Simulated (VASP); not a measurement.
A run of VASP 6.6.1 is set up as follows.

INCAR

```
ALGO = Fast
EDIFF = 1E-7
EDIFFG = -0.01
ENCUT = 600
GGA = PE
IBRION = 2
ISIF = 3
ISMEAR = 0
LASPH = True
LCHARG = False
LREAL = False
LWAVE = False
NELM = 100
NSW = 100
PREC = Accurate
SIGMA = 0.1
```

File KPOINTS:

```
k-points
0
Gamma
  12 12 16
```

The input POSCAR:

```
Ti
1.0
    4.5794320692      0.0000000000      0.0000000000
   -2.2897160346      3.9659045068      0.0000000000
    0.0000000000      0.0000000000      2.8350930224
Ti
3
Direct
    0.0000000000      0.0000000000      0.0000000000
    0.3333333333      0.6666666667      0.5000000000
    0.6666666667      0.3333333333      0.5000000000
```

Potentials or basis: VASP PAW PBE potentials, release 64 (Ti_sv).

Run with:

```bash
$ cat potpaw_PBE.64/Ti_sv/POTCAR > POTCAR
$ mpirun -np 1 vasp_std > vasp.out
```

Estimate the relaxed volume.

17.11 Å³/atom.

Predict the band gap on the k mesh.

zero (bands 18 and 19 overlap by 0.29 eV).

What does it give for the space group after relaxing (to 0.1 Å)?

P6/mmm (No. 191).

Stress tensor (GPa, compression positive):
```
 0.06  0.00  0.00
 0.00  0.06  0.00
 0.00  0.00 -0.05
```
